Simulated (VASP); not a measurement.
# Al2Cu (I4/mcm) in VASP: further runs, part 2 of 2

VASP 6.6.1.

## 3. Single point, PBEsol

File INCAR:

```
PREC = Accurate ; ENCUT = 520
EDIFF = 1E-7 ; ISMEAR = 0
SIGMA = 0.15 ; LREAL = False
LASPH = True ; NELM = 80
ALGO = Fast ; ISIF = 2
LWAVE = False ; LCHARG = True
GGA = PS ; LELF = True
LVHAR = True ; NBANDS = 26
```

File KPOINTS:

```
Automatic mesh
0
Gamma
  10 10 10
```

File POSCAR:

```
Al2Cu
1.0
   -3.1163500000      3.1163500000      2.4138103907
    3.1163500000     -3.1163500000      2.4138103907
    3.1163500000      3.1163500000     -2.4138103907
Al Cu
4 2
Direct
    0.1593210787      0.6593210787      0.8186421574
    0.6593210787      0.8406789213      0.5000000000
    0.8406789213      0.3406789213      0.1813578426
    0.3406789213      0.1593210787      0.5000000000
    0.7500000000      0.7500000000      0.0000000000
    0.2500000000      0.2500000000      0.0000000000
```

Potentials or basis: VASP PAW PBE potentials, release 64 (Al, Cu).

The run is started by

```console
$ cat potpaw_PBE.64/Al/POTCAR potpaw_PBE.64/Cu/POTCAR > POTCAR
$ mpirun -np 1 vasp_std > vasp.out
```

OUTCAR:

```text
PREC = Accurate
   ENCUT = 520
   EDIFF = 1E-7
   ISMEAR = 0
   LREAL = False
   LASPH = True
   NELM = 80
   ISIF = 2
   GGA = PS

 ion  position               nearest neighbor table
   1  0.159  0.659  0.819-   5 2.64   6 2.64   5 2.64   6 2.64   3 2.81   3 2.90   3 2.90   4 3.13
                             2 3.13   2 3.13   4 3.13   4 3.32   2 3.32   2 3.32   4 3.32
   2  0.659  0.841  0.500-   6 2.64   5 2.64   5 2.64   6 2.64   4 2.81   4 2.90   4 2.90   3 3.13
                             1 3.13   1 3.13   3 3.13   1 3.32   3 3.32   1 3.32   3 3.32
   3  0.841  0.341  0.181-   5 2.64   6 2.64   5 2.64   6 2.64   1 2.81   1 2.90   1 2.90   2 3.13
                             4 3.13   4 3.13   2 3.13   4 3.32   2 3.32   4 3.32   2 3.32
   4  0.341  0.159  0.500-   5 2.64   6 2.64   6 2.64   5 2.64   2 2.81   2 2.90   2 2.90   3 3.13
                             1 3.13   1 3.13   3 3.13   1 3.32   3 3.32   3 3.32   1 3.32
   5  0.750  0.750  0.000-   6 2.41   6 2.41   4 2.64   2 2.64   4 2.64   2 2.64   1 2.64   3 2.64
                             3 2.64   1 2.64
   6  0.250  0.250  0.000-   5 2.41   5 2.41   2 2.64   4 2.64   2 2.64   4 2.64   3 2.64   1 2.64
                             1 2.64   3 2.64

  LATTYP: Found a body centered tetragonal cell.
 ALAT       =     6.2327000000
 C/A-ratio  =     0.7745633163

  Lattice vectors:

[... 199 lines left out ...]
      1      -3.0421      2.00000
      2       2.2031      2.00000
      3       2.4061      2.00000
      4       2.5018      2.00000
      5       2.5018      2.00000
      6       3.3401      2.00000
[... 685 lines left out ...]
     25      13.7721      0.00000
     26      14.0153      0.00000

 [... further k-points ...]

------------------------ aborting loop because EDIFF is reached ----------------------------------------

  FORCE on cell =-STRESS in cart. coord.  units (eV):
  Direction    XX          YY          ZZ          XY          YZ          ZX
  --------------------------------------------------------------------------------------
  -------------------------------------------------------------------------------------
  Total       -4.9054488     -4.9054488     -2.1543572      0.0000000     -0.0000000      0.0000000
  in kB      -83.8173123    -83.8173123    -36.8105826      0.0000000     -0.0000000      0.0000000
  external PRESSURE =     -68.1484024 kB  Pullay stress =       0.0000000 kB

 VOLUME and BASIS-vectors are now :
 -----------------------------------------------------------------------------
  energy-cutoff  :      520.00
  volume of cell :       93.77
      direct lattice vectors                 reciprocal lattice vectors
    -3.116350000  3.116350000  2.413810391     0.000000000  0.160444109  0.207141374
     3.116350000 -3.116350000  2.413810391     0.160444109  0.000000000  0.207141374
     3.116350000  3.116350000 -2.413810391     0.160444109  0.160444109  0.000000000

 POSITION                                       TOTAL-FORCE (eV/Angst)
 -----------------------------------------------------------------------------------
      4.10935      0.99300      0.00000        -0.030867     -0.030867      0.000000
      2.12335      0.99300      2.41381         0.030867     -0.030867     -0.000000
     -0.99300      2.12335      2.41381         0.030867      0.030867     -0.000000
      0.99300      2.12335      0.00000        -0.030867      0.030867     -0.000000
      0.00000      0.00000      3.62072        -0.000000     -0.000000     -0.000000
      0.00000      0.00000      1.20691        -0.000000     -0.000000     -0.000000
 -----------------------------------------------------------------------------------
    total drift:                               -0.000000     -0.000000      0.000000

  FREE ENERGIE OF THE ION-ELECTRON SYSTEM (eV)
  ---------------------------------------------------
  free  energy   TOTEN  =       -25.8320968172 eV

  energy  without entropy=      -25.8103214964  energy(sigma->0) =      -25.82120916
```

stdout:

```text
POSCAR found type information on POSCAR AlCu
 POSCAR found :  2 types and       6 ions
 scaLAPACK will be used
 -----------------------------------------------------------------------------
|                                                                             |
|                                                                             |
|     You enforced a specific xc type in the INCAR file but a different       |
|     I HOPE YOU KNOW WHAT YOU ARE DOING!                                     |
|                                                                             |
 -----------------------------------------------------------------------------

 LDA part: xc-table for (Slater+PW92), standard interpolation
 POSCAR, INCAR and KPOINTS ok, starting setup
 FFT: planning ... GRIDC
 FFT: planning ... GRID_SOFT
 FFT: planning ... GRID
 WAVECAR not read
 entering main loop
```

Wall time 4.8 min (1 thread of AMD EPYC 9R14 (Zen 4), shared host); peak memory 0.34 GiB.

What came out:

* Free energy: -25.8321 eV
* Pressure: -6.8 GPa
* Largest force: 0.044 eV/Å
* Band gap on the k mesh: zero (bands 17 and 18 overlap by 4.53 eV)

Forces in eV/Å, atoms in the order of the input:
```
Al  -0.031 -0.031  0.000
Al   0.031 -0.031  0.000
Al   0.031  0.031  0.000
Al  -0.031  0.031  0.000
Cu   0.000  0.000  0.000
Cu   0.000  0.000  0.000
```

Caveat: the cell stands under tension; the PAW data sets were made with another functional, which shifts forces and pressure a little.

## 4. Single point, PBEsol

This run uses another cell than the first one, of 13.30 Å³/atom.

File INCAR:

```
SYSTEM = Al2Cu
PREC = Accurate
ENCUT = 520
EDIFF = 1E-6
ISMEAR = 0
SIGMA = 0.15
LREAL = .FALSE.
LASPH = .TRUE.
NELM = 80
ALGO = Fast
ISIF = 2
LWAVE = .FALSE.
LCHARG = .FALSE.
GGA = PS
NBANDS = 26
```

File KPOINTS:

```
Automatic mesh
0
G
  10 10 10
  0 0 0
```

Changes to POSCAR since step 3:

```diff
@@ -2,5 +2,5 @@
 1.0
-   -3.1163500000      3.1163500000      2.4138103907
-    3.1163500000     -3.1163500000      2.4138103907
-    3.1163500000      3.1163500000     -2.4138103907
+   -2.8467000000      2.8467000000      2.4621000000
+    2.8467000000     -2.8467000000      2.4621000000
+    2.8467000000      2.8467000000     -2.4621000000
 Al Cu
```

The run is started by

```console
$ cat potpaw_PBE.64/Al/POTCAR potpaw_PBE.64/Cu/POTCAR > POTCAR
$ mpirun -np 1 vasp_std > vasp.out
```

Run time: 6.9 min. Hardware: 1 thread of Intel Xeon 8259CL, shared host; peak memory 0.33 GiB.

Results (log left out):

```yaml
Free_energy: -25.6536 eV
Pressure: 11.5 GPa
Largest_force: 0.226 eV/Å
Band_gap_on_the_k_mesh: zero (bands 17 and 18 overlap by 3.94 eV)
```

Forces in eV/Å, atoms in the order of the input:
```
Al   0.160  0.160  0.000
Al  -0.160  0.160  0.000
Al  -0.160 -0.160  0.000
Al   0.160 -0.160  0.000
Cu   0.000  0.000  0.000
Cu   0.000  0.000  0.000
```

Stress tensor (GPa, compression positive):
```
15.10  0.00  0.00
 0.00 15.10  0.00
 0.00  0.00  4.27
```

Levels at points of the mesh, in eV from the Fermi level:
```tsv
k point	band 14	band 15	band 16	band 17	band 18	band 19	band 20	band 21
(0.00, 0.00, 0.00)	-2.07	-1.70	-1.62	-1.62	-1.22	-0.07	0.18	1.19
(0.50, 0.00, 0.00)	-3.29	-2.76	-2.76	0.48	0.48	3.60	3.60	4.95
(0.50, 0.50, 0.00)	-3.43	-1.57	-1.24	-1.12	-0.60	1.37	1.96	4.82
(0.50, 0.50, 0.50)	-3.75	-3.53	-2.25	2.41	2.92	2.92	3.78	4.34
```

Caveat: the cell stands under pressure; the PAW data sets were made with another functional, which shifts forces and pressure a little.

## 5. Single point, PBEsol

This run uses another cell than the first one, of 13.32 Å³/atom.

File INCAR:

```
SYSTEM = Al2Cu
PREC = Accurate
ENCUT = 520
EDIFF = 1E-6
ISMEAR = 0
SIGMA = 0.15
LREAL = .False.
LASPH = .True.
NELM = 100
ALGO = Fast
ISIF = 2
LWAVE = .False.
LCHARG = .True.
GGA = PS
LELF = .True.
LVHAR = .True.
NBANDS = 26
```

File KPOINTS:

```
Automatic mesh
0
Gamma
  10 10 10
  0 0 0
```

Changes to POSCAR since step 4:

```diff
@@ -2,5 +2,5 @@
 1.0
-   -2.8467000000      2.8467000000      2.4621000000
-    2.8467000000     -2.8467000000      2.4621000000
-    2.8467000000      2.8467000000     -2.4621000000
+   -2.9066000000      2.9066000000      2.3655500000
+    2.9066000000     -2.9066000000      2.3655500000
+    2.9066000000      2.9066000000     -2.3655500000
 Al Cu
```

The run is started by

```console
$ cat potpaw_PBE.64/Al/POTCAR potpaw_PBE.64/Cu/POTCAR > POTCAR
$ mpirun -np 1 vasp_std > vasp.out
```

Run time: 7.1 min. Hardware: 1 thread of Intel Xeon 8259CL, shared host; peak memory 0.33 GiB.

The run converged. Its results:

- Free energy: -25.7996 eV
- Pressure: 10.4 GPa
- Largest force: 0.038 eV/Å
- Band gap on the k mesh: zero (bands 17 and 18 overlap by 4.55 eV)

Forces in eV/Å, atoms in the order of the input:
```
Al  -0.027 -0.027  0.000
Al   0.027 -0.027  0.000
Al   0.027  0.027  0.000
Al  -0.027  0.027  0.000
Cu   0.000  0.000  0.000
Cu   0.000  0.000  0.000
```

Stress tensor (GPa, compression positive):
```
10.96  0.00  0.00
 0.00 10.96  0.00
 0.00  0.00  9.25
```

Levels at points of the mesh, in eV from the Fermi level:
```tsv
k point	band 13	band 14	band 15	band 16	band 17	band 18	band 19	band 20	band 21	band 22
(0.00, 0.00, 0.00)	-3.18	-2.04	-1.67	-1.45	-1.45	-0.96	-0.04	0.07	1.71	1.71
(0.50, 0.00, 0.00)	-3.34	-3.34	-2.79	-2.79	0.28	0.28	4.30	4.30	4.62	4.62
(0.50, 0.50, 0.00)	-3.18	-3.17	-1.62	-1.43	-0.77	-0.75	0.98	1.51	4.78	4.84
(0.50, 0.50, 0.50)	-3.62	-3.56	-3.56	-1.97	2.70	2.96	2.96	3.58	4.60	5.15
```

Caveat: the cell stands under pressure; the PAW data sets were made with another functional, which shifts forces and pressure a little.

## 6. Single point, PBEsol

This run uses another cell than the first one, of 13.32 Å³/atom.

File INCAR:

```
  PREC = Accurate
  ENCUT = 520
  EDIFF = 1E-6
  ISMEAR = 0
  SIGMA = 0.15
  LREAL = False
  LASPH = True
  NELM = 80
  ALGO = Fast
  ISIF = 2
  LWAVE = False
  LCHARG = False
  GGA = PS
  NBANDS = 26
```

File KPOINTS:

```
regular mesh
0
Gamma
  10 10 10
```

Changes to POSCAR since step 5:

```diff
@@ -2,5 +2,5 @@
 1.0
-   -2.9066000000      2.9066000000      2.3655500000
-    2.9066000000     -2.9066000000      2.3655500000
-    2.9066000000      2.9066000000     -2.3655500000
+   -2.8766500000      2.8766500000      2.4138103907
+    2.8766500000     -2.8766500000      2.4138103907
+    2.8766500000      2.8766500000     -2.4138103907
 Al Cu
```

Potentials or basis: VASP PAW PBE potentials, release 64 (Al, Cu).

The run is started by

```console
$ cat potpaw_PBE.64/Al/POTCAR potpaw_PBE.64/Cu/POTCAR > POTCAR
$ mpirun -np 1 vasp_std > vasp.out
```

OUTCAR:

```text
PREC = Accurate
   ENCUT = 520
   EDIFF = 1E-6
   ISMEAR = 0
   LREAL = False
   LASPH = True
   NELM = 80
   ISIF = 2
   GGA = PS

 ion  position               nearest neighbor table
   1  0.159  0.659  0.819-   5 2.48   6 2.48   5 2.48   6 2.48   3 2.59   3 2.83   3 2.83   4 3.03
                             2 3.03   2 3.03   4 3.03   4 3.06   2 3.06   2 3.06   4 3.06
   2  0.659  0.841  0.500-   6 2.48   5 2.48   5 2.48   6 2.48   4 2.59   4 2.83   4 2.83   3 3.03
                             1 3.03   1 3.03   3 3.03   1 3.06   3 3.06   1 3.06   3 3.06
   3  0.841  0.341  0.181-   5 2.48   6 2.48   5 2.48   6 2.48   1 2.59   1 2.83   1 2.83   2 3.03
                             4 3.03   4 3.03   2 3.03   4 3.06   2 3.06   4 3.06   2 3.06
   4  0.341  0.159  0.500-   5 2.48   6 2.48   6 2.48   5 2.48   2 2.59   2 2.83   2 2.83   3 3.03
                             1 3.03   1 3.03   3 3.03   1 3.06   3 3.06   3 3.06   1 3.06
   5  0.750  0.750  0.000-   6 2.41   6 2.41   4 2.48   2 2.48   4 2.48   2 2.48   1 2.48   3 2.48
                             3 2.48   1 2.48
   6  0.250  0.250  0.000-   5 2.41   5 2.41   2 2.48   4 2.48   2 2.48   4 2.48   3 2.48   1 2.48
                             1 2.48   3 2.48

  LATTYP: Found a body centered tetragonal cell.
 ALAT       =     5.7533000000
 C/A-ratio  =     0.8391046497

  Lattice vectors:

 A1 = (  -2.8766500000,   2.8766500000,   2.4138103907)
 A2 = (   2.8766500000,  -2.8766500000,   2.4138103907)
 A3 = (   2.8766500000,   2.8766500000,  -2.4138103907)

Analysis of symmetry for initial positions (statically):
=====================================================================
 Subroutine PRICEL returns:
 Original cell was already a primitive cell.

 Routine SETGRP: Setting up the symmetry group for a
 body centered tetragonal supercell.

 Subroutine GETGRP returns: Found 16 space group operations
 (whereof  8 operations were pure point group operations)
 out of a pool of 16 trial point group operations.

The static configuration has the point symmetry C_4h.
 The point group associated with its full space group is D_4h.

Analysis of symmetry for dynamics (positions and initial velocities):
=====================================================================
[... 146 lines left out ...]
   AEXX    =    0.0000 exact exchange contribution
   IVDW    =     0    specifies the selected vdW correction
   LEPSILON=     F    determine dielectric tensor
   LRPA    =     F    only Hartree local field effects (RPA)
 non-spin polarized calculation
 RMM-DIIS sequential band-by-band and
 Gauss-broadening in eV      SIGMA  =   0.15
  energy-cutoff  :      520.00
  volume of cell :       79.90
 maximum number of plane-waves:      2167
   NGX = 17   NGY = 17   NGZ = 17

 number of electron      33.9999996 magnetization

 Free energy of the ion-electron system (eV)
  ---------------------------------------------------
  ext. energy  EPLUGINS =         0.00000000
  ---------------------------------------------------
  free energy    TOTEN  =       -25.75186890 eV

  energy without entropy =      -25.73290137  energy(sigma->0) =      -25.74238513

 E-fermi :   9.1694     XC(G=0): -11.4335

 val. band max:        9.1633940515   @ k =   0.2000   0.2000   0.2000
 cond. band min:       9.1854599740   @ k =   0.1000   0.0000   0.0000
 fundamental gap:      0.0220659225
 Fermi energy:         9.1693867318

 k-point     1 :       0.0000    0.0000    0.0000
  band No.  band energies     occupation
      1      -2.3928      2.00000
      2       3.3734      2.00000
      3       3.4587      2.00000
      4       3.4587      2.00000
      5       3.5916      2.00000
      6       4.5346      2.00000
[... 685 lines left out ...]
     25      16.8028      0.00000
     26      17.1933      0.00000

 [... further k-points ...]

------------------------ aborting loop because EDIFF is reached ----------------------------------------

  FORCE on cell =-STRESS in cart. coord.  units (eV):
  Direction    XX          YY          ZZ          XY          YZ          ZX
  --------------------------------------------------------------------------------------
  -------------------------------------------------------------------------------------
  Total        6.6517080      6.6517080      3.1532054      0.0000000      0.0000000      0.0000000
  in kB      133.3848692    133.3848692     63.2303593      0.0000000      0.0000000      0.0000000
  external PRESSURE =     110.0000326 kB  Pullay stress =       0.0000000 kB

 VOLUME and BASIS-vectors are now :
 -----------------------------------------------------------------------------
  energy-cutoff  :      520.00
  volume of cell :       79.90
      direct lattice vectors                 reciprocal lattice vectors
    -2.876650000  2.876650000  2.413810391     0.000000000  0.173813290  0.207141374
     2.876650000 -2.876650000  2.413810391     0.173813290  0.000000000  0.207141374
     2.876650000  2.876650000 -2.413810391     0.173813290  0.173813290  0.000000000

 POSITION                                       TOTAL-FORCE (eV/Angst)
 -----------------------------------------------------------------------------------
      3.79327      0.91662      0.00000         0.060246      0.060246     -0.000000
      1.96003      0.91662      2.41381        -0.060246      0.060246     -0.000000
     -0.91662      1.96003      2.41381        -0.060246     -0.060246      0.000000
      0.91662      1.96003      0.00000         0.060246     -0.060246     -0.000000
      0.00000      0.00000      3.62072        -0.000000     -0.000000     -0.000000
      0.00000      0.00000      1.20691        -0.000000     -0.000000     -0.000000
 -----------------------------------------------------------------------------------
    total drift:                                0.000000      0.000000      0.000000

  FREE ENERGIE OF THE ION-ELECTRON SYSTEM (eV)
  ---------------------------------------------------
  free  energy   TOTEN  =       -25.7518688989 eV

  energy  without entropy=      -25.7329013689  energy(sigma->0) =      -25.74238513
```

stdout:

```text
POSCAR found type information on POSCAR AlCu
 POSCAR found :  2 types and       6 ions
 scaLAPACK will be used
 -----------------------------------------------------------------------------
|                                                                             |
|                                                                             |
|     You enforced a specific xc type in the INCAR file but a different       |
|     I HOPE YOU KNOW WHAT YOU ARE DOING!                                     |
|                                                                             |
 -----------------------------------------------------------------------------

 LDA part: xc-table for (Slater+PW92), standard interpolation
 POSCAR, INCAR and KPOINTS ok, starting setup
 FFT: planning ... GRIDC
 FFT: planning ... GRID_SOFT
 FFT: planning ... GRID
 WAVECAR not read
 entering main loop
```

Run time: 6.4 min. Hardware: 1 thread of Intel Xeon 8259CL, shared host; peak memory 0.33 GiB.

What came out:

```
Free energy            : -25.7519 eV
Pressure               : 11.0 GPa
Largest force          : 0.085 eV/Å
Band gap on the k mesh : zero (bands 17 and 18 overlap by 4.24 eV)
```

Forces in eV/Å, atoms in the order of the input:
```
Al   0.060  0.060  0.000
Al  -0.060  0.060  0.000
Al  -0.060 -0.060  0.000
Al   0.060 -0.060  0.000
Cu   0.000  0.000  0.000
Cu   0.000  0.000  0.000
```

Caveat: the cell stands under pressure; the PAW data sets were made with another functional, which shifts forces and pressure a little.

## 7. The runs side by side

| cell | further INCAR settings | gap on the mesh (eV) | pressure (GPa) | largest force (eV/Å) |
| --- | --- | --- | --- | --- |
| a = 5.039 Å, angles 102.7, 102.7, 124.0°, 6 atoms | ALGO = Fast; EDIFF = 1e-06; NBANDS = 26 | none | -6.8 | 0.10 |
| a = 5.025 Å, angles 103.3, 103.3, 122.6°, 6 atoms | ALGO = Fast; EDIFF = 1e-07; NBANDS = 26 | none | -6.8 | 0.04 |
| a = 4.719 Å, angles 105.8, 105.8, 117.1°, 6 atoms | ALGO = Fast; EDIFF = 1e-06; NBANDS = 26 | none | 11.5 | 0.23 |
| a = 4.743 Å, angles 104.4, 104.4, 120.2°, 6 atoms | ALGO = Fast; EDIFF = 1e-06; NBANDS = 26 | none | 10.4 | 0.04 |
| a = 4.730 Å, angles 105.1, 105.1, 118.6°, 6 atoms | ALGO = Fast; EDIFF = 1e-06; NBANDS = 26 | none | 11.0 | 0.09 |

Alike in all rows: task single point; level PBEsol; potentials or basis VASP PAW PBE potentials, release 64 (Al, Cu); no spin polarisation; k mesh 10 × 10 × 10; cutoff (eV) 520; smearing gaussian 0.15 eV.

Caveats: the PAW data sets were made with another functional, which shifts forces and pressure a little; the cell stands under pressure (at least some runs); the cell stands under tension (at least some runs).

Total energies depend on the potentials used, so only differences within one code and one set of settings carry meaning.
